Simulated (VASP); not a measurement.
# Dy2H in VASP: further runs

Dy2H is run at these levels: PBE; tasks: single point.

Program: VASP 6.6.1. These are calculated values, not measurements. Logs are shortened: lines on timing, memory, paths and dates and some standing lists are left out, and cuts for length are marked.

### Step 1. The cell of the first run

The structure is tetragonal, space group P4/mmm (No. 123). The conventional cell has a = 3.177 Å, b = 3.177 Å, c = 6.289 Å, α = 90.00°, β = 90.00°, γ = 90.00°. Dy (site symmetry 4mm) has 4 H at 2.72 Å and 6 Dy at 3.07 to 3.22 Å within 3.6 Å. Within 3.6 Å of H (site symmetry 4/mmm) lie 8 Dy at 2.72 Å and 4 H at 3.18 Å.

The cell was generated, and may not be a known phase.

### Step 2. Single point, PBE

Input file INCAR:

```
SYSTEM = Dy2H
PREC = Accurate
ENCUT = 500
EDIFF = 1E-6
ISMEAR = 0
SIGMA = 0.2
LREAL = .FALSE.
LASPH = .TRUE.
NELM = 200
ALGO = Normal
ISIF = 2
LWAVE = .FALSE.
LCHARG = .TRUE.
GGA = PE
LELF = .TRUE.
LVHAR = .TRUE.
NBANDS = 16
GGA_COMPAT = .FALSE.
LMAXMIX = 6
```

Input file KPOINTS:

```
regular mesh
0
G
  6 6 4
  0 0 0
```

Input file POSCAR:

```
Dy2H
1.0
    3.1767857425      0.0000000000      0.0000000000
    0.0000000000      3.1767857425      0.0000000000
    0.0000000000      0.0000000000      6.2886423544
Dy H
2 1
Direct
    0.5000000000      0.5000000000      0.2439989079
    0.5000000000      0.5000000000      0.7560010921
    0.0000000000      0.0000000000      0.0000000000
```

Potentials or basis: VASP PAW PBE potentials, release 64 (Dy_3, H), 4f in core.

Command:

```console
$ cat potpaw_PBE.64/Dy_3/POTCAR potpaw_PBE.64/H/POTCAR > POTCAR
$ mpirun -np 1 vasp_std > vasp.out
```

OUTCAR:

```text
SYSTEM = Dy2H
   PREC = Accurate
   ENCUT = 500
   EDIFF = 1E-6
   ISMEAR = 0
   LREAL = .FALSE.
   LASPH = .TRUE.
   NELM = 200
   ISIF = 2
   GGA = PE

 ion  position               nearest neighbor table
   1  0.500  0.500  0.244-   2 3.07   2 3.22
   2  0.500  0.500  0.756-   1 3.07   1 3.22
   3  0.000  0.000  0.000-

  LATTYP: Found a simple tetragonal cell.
 ALAT       =     3.1767857425
 C/A-ratio  =     1.9795613756

  Lattice vectors:

 A1 = (   3.1767857425,   0.0000000000,   0.0000000000)
 A2 = (   0.0000000000,   3.1767857425,   0.0000000000)
 A3 = (   0.0000000000,   0.0000000000,   6.2886423544)

Analysis of symmetry for initial positions (statically):
=====================================================================
 Subroutine PRICEL returns:
 Original cell was already a primitive cell.

 Routine SETGRP: Setting up the symmetry group for a
 simple tetragonal supercell.

 Subroutine GETGRP returns: Found 16 space group operations
 (whereof 16 operations were pure point group operations)
 out of a pool of 16 trial point group operations.

The static configuration has the point symmetry D_4h.

Analysis of symmetry for dynamics (positions and initial velocities):
=====================================================================
 Subroutine PRICEL returns:
 Original cell was already a primitive cell.

 Routine SETGRP: Setting up the symmetry group for a
 simple tetragonal supercell.

 Subroutine GETGRP returns: Found 16 space group operations
 (whereof 16 operations were pure point group operations)
 out of a pool of 16 trial point group operations.

The dynamic configuration has the point symmetry D_4h.

 Subroutine INISYM returns: Found 16 space group operations
 (whereof 16 operations are pure point group operations),
 and found     1 'primitive' translations

----------------------------------------------------------------------------------------

                                     Primitive cell

  volume of cell :      63.4648

  direct lattice vectors                    reciprocal lattice vectors
     3.176785742  0.000000000  0.000000000     0.314783583  0.000000000  0.000000000
     0.000000000  3.176785742  0.000000000     0.000000000  0.314783583  0.000000000
     0.000000000  0.000000000  6.288642354     0.000000000  0.000000000  0.159016834

  length of vectors
     3.176785742  3.176785742  6.288642354     0.314783583  0.314783583  0.159016834

  position of ions in fractional coordinates (direct lattice)
     0.500000000  0.500000000  0.243998908
     0.500000000  0.500000000  0.756001092
     0.000000000  0.000000000  0.000000000

  ion indices of the primitive-cell ions
   primitive index   ion index
                 1           1
                 2           2
                 3           3

----------------------------------------------------------------------------------------

 KPOINTS: regular mesh

Automatic generation of k-mesh.
 Grid dimensions read from file:
 generate k-points for:    6    6    4

 Generating k-lattice:

  Cartesian coordinates                     Fractional coordinates (reciprocal lattice)
     0.052463931  0.000000000  0.000000000     0.166666667  0.000000000  0.000000000
     0.000000000  0.052463931  0.000000000     0.000000000  0.166666667  0.000000000
     0.000000000  0.000000000  0.039754209     0.000000000  0.000000000  0.250000000

  Length of vectors
     0.052463931  0.052463931  0.039754209

  Shift w.r.t. Gamma in fractional coordinates (k-lattice)
     0.000000000  0.000000000  0.000000000

 Subroutine IBZKPT returns following result:
 ===========================================

 Found     30 irreducible k-points:

 Following reciprocal coordinates:
            Coordinates               Weight
  0.000000  0.000000  0.000000      1.000000
  0.166667  0.000000  0.000000      4.000000
  0.333333  0.000000  0.000000      4.000000
  0.500000  0.000000  0.000000      2.000000
  0.166667  0.166667  0.000000      4.000000
  0.333333  0.166667  0.000000      8.000000
[... 16 lines left out ...]
  0.333333  0.000000  0.500000      4.000000
  0.500000  0.000000  0.500000      2.000000
 [... further k-points ...]
   k-points           NKPTS =     30   k-points in BZ     NKDIM =     30   number of bands    NBANDS=     16
   number of dos      NEDOS =    301   number of ions     NIONS =      3
   total plane-waves  NPLWV =  27648
   dimension x,y,z NGX =    24 NGY =   24 NGZ =   48
   dimension x,y,z NGXF=    48 NGYF=   48 NGZF=   96
   ions per type =               2   1
   NGX,Y,Z   is equivalent  to a cutoff of  12.56, 12.56, 12.69 a.u.
   NGXF,Y,Z  is equivalent  to a cutoff of  25.12, 25.12, 25.38 a.u.
 SYSTEM =  Dy2H
   PREC   = accura    normal or accurate (medium, high low for compatibility)
   ISTART =      0    job   : 0-new  1-cont  2-samecut
   ICHARG =      2    charge: 1-file 2-atom 10-const
   ISPIN  =      1    spin polarized calculation?
   LNONCOLLINEAR =      F non collinear calculations
   LSORBIT =      F    spin-orbit coupling
   LASPH  =      T    aspherical Exc in radial PAW
   ENCUT  =  500.0 eV  36.75 Ry    6.06 a.u.   5.79  5.79 11.47*2*pi/ulx,y,z
   NELM   =    200;   NELMIN=  2; NELMDL= -5     # of ELM steps
   EDIFF  = 0.1E-05   stopping-criterion for ELM
   LREAL  =      F    real-space projection
   EDIFFG = 0.1E-04   stopping-criterion for IOM
   NSW    =      0    number of steps for IOM
   IBRION =     -1    ionic relax: 0-MD 1-quasi-New 2-CG
   NFREE  =      0    steps in history (QN), initial steepest desc. (CG)
   ISIF   =      2    stress and relaxation
   ISYM   =      2    0-nonsym 1-usesym 2-fastsym
   POTIM  = 0.5000    time-step for ionic-motion
   TEBEG  =    0.0;   TEEND  =   0.0 temperature during run
   PSTRESS=    0.0 pullay stress
   NELECT =      19.0000    total number of electrons
   NUPDOWN=      -1.0000    fix difference up-down
   EMIN   =  10.00;   EMAX   =-10.00  energy-range for DOS
   EFERMI =   0.00;   METHOD = LEGACY
   ISMEAR =     0;   SIGMA  =   0.20  broadening in eV -4-tet -1-fermi 0-gaus
   EFERMI_NEDOS =   21; number of points for ismear=-14 and -15
   IALGO  =     38    algorithm
   IMIX   =      4    mixing-type and parameters
     AMIX     =   0.40;   BMIX     =  1.00
     AMIX_MAG =   1.60;   BMIX_MAG =  1.00
  volume/ion in A,a.u.               =      21.15       142.76
  Fermi-wavevector in a.u.,A,eV,Ry     =   1.095171  2.069572 16.318810  1.199399
  Thomas-Fermi vector in A             =   2.231489
   LORBIT       =      0    0 simple, 1 ext, 2 COOP (PROOUT), +10 PAW based schemes
   GGA     = PE    functional components
   LHFCALC =     F    Hartree Fock is set to
   AEXX    =    0.0000 exact exchange contribution
   IVDW    =     0    specifies the selected vdW correction
   LEPSILON=     F    determine dielectric tensor
   LRPA    =     F    only Hartree local field effects (RPA)
 non-spin polarized calculation
 Gauss-broadening in eV      SIGMA  =   0.20
  energy-cutoff  :      500.00
  volume of cell :       63.46
 maximum number of plane-waves:      1656
 NGX is ok and might be reduce to    24

 number of electron      18.9999997 magnetization

 Free energy of the ion-electron system (eV)
  ---------------------------------------------------
  ext. energy  EPLUGINS =         0.00000000
  ---------------------------------------------------
  free energy    TOTEN  =       -11.20034269 eV

  energy without entropy =      -11.10832411  energy(sigma->0) =      -11.15433340

 E-fermi :   3.3641     XC(G=0): -10.0292

 val. band max:        3.3467003697   @ k =   0.1667   0.0000   0.2500
 cond. band min:       3.3683935731   @ k =   0.5000   0.0000   0.0000
 fundamental gap:      0.0216932035
 Fermi energy:         3.3640712286

 k-point     1 :       0.0000    0.0000    0.0000
  band No.  band energies     occupation
      1     -20.6682      2.00000
      2     -19.6549      2.00000
      3     -19.6549      2.00000
      4     -19.5788      2.00000
      5     -19.5514      2.00000
      6     -19.5514      2.00000
[... 8 lines left out ...]
     15       9.6088      0.00000
     16       9.7500      0.00000

 k-point     2 :       0.1667    0.0000    0.0000
  band No.  band energies     occupation
      1     -20.6313      2.00000
      2     -19.9187      2.00000
      3     -19.7966      2.00000
      4     -19.6323      2.00000
      5     -19.5566      2.00000
      6     -19.5303      2.00000
[... 8 lines left out ...]
     15       8.3814      0.00000
     16       8.5554      0.00000

 k-point     3 :       0.3333    0.0000    0.0000
  band No.  band energies     occupation
      1     -20.5564      2.00000
      2     -20.4111      2.00000
      3     -20.2579      2.00000
      4     -19.5867      2.00000
      5     -19.5118      2.00000
      6     -19.4877      2.00000
[... 8 lines left out ...]
     15       6.9446      0.00000
     16       7.0682      0.00000

 k-point     4 :       0.5000    0.0000    0.0000
  band No.  band energies     occupation
      1     -20.6430      2.00000
      2     -20.5177      2.00000
      3     -20.4760      2.00000
      4     -19.5637      2.00000
      5     -19.4891      2.00000
      6     -19.4662      2.00000
[... 8 lines left out ...]
     15       7.1447      0.00000
     16       7.2776      0.00000

 k-point     5 :       0.1667    0.1667    0.0000
  band No.  band energies     occupation
      1     -20.5955      2.00000
      2     -19.9075      2.00000
      3     -19.8762      2.00000
      4     -19.7837      2.00000
      5     -19.7609      2.00000
      6     -19.5347      2.00000
[... 8 lines left out ...]
     15       7.8984      0.00000
     16       7.9524      0.00000

 k-point     6 :       0.3333    0.1667    0.0000
  band No.  band energies     occupation
      1     -20.5229      2.00000
      2     -20.3775      2.00000
      3     -20.2286      2.00000
      4     -19.8371      2.00000
      5     -19.7231      2.00000
      6     -19.4905      2.00000
[... 8 lines left out ...]
     15       7.2204      0.00000
     16       7.6499      0.00000

 k-point     7 :       0.5000    0.1667    0.0000
  band No.  band energies     occupation
      1     -20.6060      2.00000
      2     -20.4855      2.00000
      3     -20.4442      2.00000
      4     -19.8101      2.00000
      5     -19.6987      2.00000
      6     -19.4682      2.00000
[... 8 lines left out ...]
     15       6.6752      0.00000
     16       8.7128      0.00000

 k-point     8 :       0.3333    0.3333    0.0000
  band No.  band energies     occupation
      1     -20.4551      2.00000
      2     -20.3223      2.00000
      3     -20.2942      2.00000
      4     -20.1790      2.00000
      5     -20.1580      2.00000
      6     -19.4477      2.00000
[... 8 lines left out ...]
     15       7.4470      0.00000
     16       7.6808      0.00000

 k-point     9 :       0.5000    0.3333    0.0000
  band No.  band energies     occupation
      1     -20.5307      2.00000
      2     -20.4203      2.00000
      3     -20.3795      2.00000
      4     -20.2734      2.00000
      5     -20.1382      2.00000
      6     -19.4261      2.00000
[... 8 lines left out ...]
     15       7.1330      0.00000
     16       7.8059      0.00000
[... 172 lines left out ...]
 k-point    19 :       0.5000    0.3333    0.2500
  band No.  band energies     occupation
      1     -20.5107      2.00000
      2     -20.4003      2.00000
      3     -20.2932      2.00000
      4     -20.2547      2.00000
      5     -20.1563      2.00000
      6     -19.5735      2.00000
[... 8 lines left out ...]
     15       7.6768      0.00000
     16       7.8772      0.00000

 k-point    20 :       0.5000    0.5000    0.2500
  band No.  band energies     occupation
      1     -20.4731      2.00000
      2     -20.4731      2.00000
      3     -20.3669      2.00000
      4     -20.3669      2.00000
      5     -20.2601      2.00000
      6     -19.5504      2.00000
[... 8 lines left out ...]
     15       9.1448      0.00000
     16       9.2680      0.00000

 k-point    21 :       0.0000    0.0000    0.5000
  band No.  band energies     occupation
      1     -20.2655      2.00000
      2     -20.0304      2.00000
      3     -19.6169      2.00000
      4     -19.6169      2.00000
      5     -19.5900      2.00000
      6     -19.5900      2.00000
[... 8 lines left out ...]
     15       7.9015      0.00000
     16       7.9577      0.00000

 k-point    22 :       0.1667    0.0000    0.5000
  band No.  band energies     occupation
      1     -20.2345      2.00000
      2     -20.0029      2.00000
      3     -19.8729      2.00000
      4     -19.8406      2.00000
      5     -19.5948      2.00000
      6     -19.5683      2.00000
[... 8 lines left out ...]
     15       7.3519      0.00000
     16       8.0017      0.00000

 k-point    23 :       0.3333    0.0000    0.5000
  band No.  band energies     occupation
      1     -20.3590      2.00000
      2     -20.3149      2.00000
      3     -20.1648      2.00000
      4     -19.9433      2.00000
      5     -19.5503      2.00000
      6     -19.5247      2.00000
[... 8 lines left out ...]
     15       7.0374      0.00000
     16       7.3467      0.00000

 k-point    24 :       0.5000    0.0000    0.5000
  band No.  band energies     occupation
      1     -20.5834      2.00000
      2     -20.5374      2.00000
      3     -20.1340      2.00000
      4     -19.9146      2.00000
      5     -19.5279      2.00000
      6     -19.5027      2.00000
[... 8 lines left out ...]
     15       6.7616      0.00000
     16       6.8134      0.00000

 [... further k-points ...]

------------------------ aborting loop because EDIFF is reached ----------------------------------------

  FORCE on cell =-STRESS in cart. coord.  units (eV):
  Direction    XX          YY          ZZ          XY          YZ          ZX
  --------------------------------------------------------------------------------------
  -------------------------------------------------------------------------------------
  Total        0.2998492      0.2998492      0.3690331      0.0000000      0.0000000      0.0000000
  in kB        7.5697352      7.5697352      9.3162944      0.0000000      0.0000000      0.0000000
  external PRESSURE =       8.1519216 kB  Pullay stress =       0.0000000 kB

 VOLUME and BASIS-vectors are now :
 -----------------------------------------------------------------------------
  energy-cutoff  :      500.00
  volume of cell :       63.46
      direct lattice vectors                 reciprocal lattice vectors
     3.176785742  0.000000000  0.000000000     0.314783583  0.000000000  0.000000000
     0.000000000  3.176785742  0.000000000     0.000000000  0.314783583  0.000000000
     0.000000000  0.000000000  6.288642354     0.000000000  0.000000000  0.159016834

 POSITION                                       TOTAL-FORCE (eV/Angst)
 -----------------------------------------------------------------------------------
      1.58839      1.58839      1.53442         0.000000     -0.000000      0.028088
      1.58839      1.58839      4.75422         0.000000      0.000000     -0.028088
      0.00000      0.00000      0.00000         0.000000      0.000000      0.000000
 -----------------------------------------------------------------------------------
    total drift:                                0.000000     -0.000000      0.000000

  FREE ENERGIE OF THE ION-ELECTRON SYSTEM (eV)
  ---------------------------------------------------
  free  energy   TOTEN  =       -11.2003426855 eV

  energy  without entropy=      -11.1083241054  energy(sigma->0) =      -11.15433340
```

Run time: 33 s. Hardware: 1 thread of Intel Xeon 8259CL, shared host; peak memory 0.18 GiB.

Results:

```
Free energy            : -11.2003 eV
Pressure               : 0.8 GPa
Largest force          : 0.028 eV/Å
Band gap on the k mesh : zero (an odd number of electrons rules out a gap without spin polarisation)
```

Forces in eV/Å, atoms in the order of the input:
```
Dy   0.000  0.000  0.028
Dy   0.000  0.000 -0.028
H    0.000  0.000  0.000
```

Stress tensor (GPa, compression positive):
```
0.76 0.00 0.00
0.00 0.76 0.00
0.00 0.00 0.93
```

Caveat: spin-orbit coupling is left out, which moves the levels of the heavy elements; the 4f electrons are frozen in the core, so they carry no moment and show no levels. Spin polarisation is off, so any magnetic state and its effect on volume and gap are missing.

### Step 3. Single point, PBE

This run uses another cell than the first one: it holds 6 atoms, not 3.

Input file INCAR:

```
SYSTEM = Dy2H
ALGO = Normal
EDIFF = 1E-6
ENCUT = 500
GGA = PE
GGA_COMPAT = .FALSE.
ISIF = 2
ISMEAR = 0
LASPH = .TRUE.
LCHARG = .FALSE.
LMAXMIX = 6
LREAL = .FALSE.
LWAVE = .FALSE.
NBANDS = 28
NELM = 200
PREC = Accurate
SIGMA = 0.2
```

Input file KPOINTS:

```
k-points
0
G
  3 3 5
  0 0 0
```

Input file POSCAR:

```
Dy2H
1.0
    6.4567053472      0.0000000000      0.0000000000
    0.0000000000      6.4567053472      0.0000000000
    0.0000000000      0.0000000000      3.4371817115
Dy H
4 2
Direct
    0.2497941061      0.7497941061      0.8788166841
    0.7502058939      0.2502058939      0.8788166841
    0.2502058939      0.2497941061      0.8788166841
    0.7497941061      0.7502058939      0.8788166841
    0.5000000000      0.0000000000      0.8817084619
    0.0000000000      0.5000000000      0.8817084619
```

Potentials or basis: VASP PAW PBE potentials, release 64 (Dy_3, H), 4f in core.

Command:

```console
$ cat potpaw_PBE.64/Dy_3/POTCAR potpaw_PBE.64/H/POTCAR > POTCAR
$ mpirun -np 1 vasp_std > vasp.out
```

Wall time 41 s (1 thread of Intel Xeon 8259CL, shared host); peak memory 0.25 GiB.

Results (log left out):

- Free energy: -23.2928 eV
- Pressure: 0.1 GPa
- Largest force: 0.008 eV/Å
- Band gap on the k mesh: zero (bands 19 and 20 overlap by 0.77 eV)

Forces on the atoms (eV/Å):
```
Dy   0.004  0.004  0.004
Dy  -0.004 -0.004  0.004
Dy  -0.004  0.004  0.004
Dy   0.004 -0.004  0.004
H    0.000  0.000 -0.008
H    0.000  0.000 -0.008
```

Stress tensor (GPa, compression positive):
```
 0.24  0.00  0.00
 0.00  0.24  0.00
 0.00  0.00 -0.11
```

Levels at points of the mesh, in eV from the Fermi level:
```
           k point  band 17  band 18  band 19  band 20  band 21  band 22
(0.00, 0.00, 0.00)    -1.91    -0.76    -0.62     0.23     0.23     0.39
```

Caveat: the k points lie up to 0.37 Å⁻¹ apart, too coarse for converged energies and pressures of a metal; spin-orbit coupling is left out, which moves the levels of the heavy elements; the 4f electrons are frozen in the core, so they carry no moment and show no levels.

The gap in the log of VASP goes by the Fermi energy; the results here count the filled bands.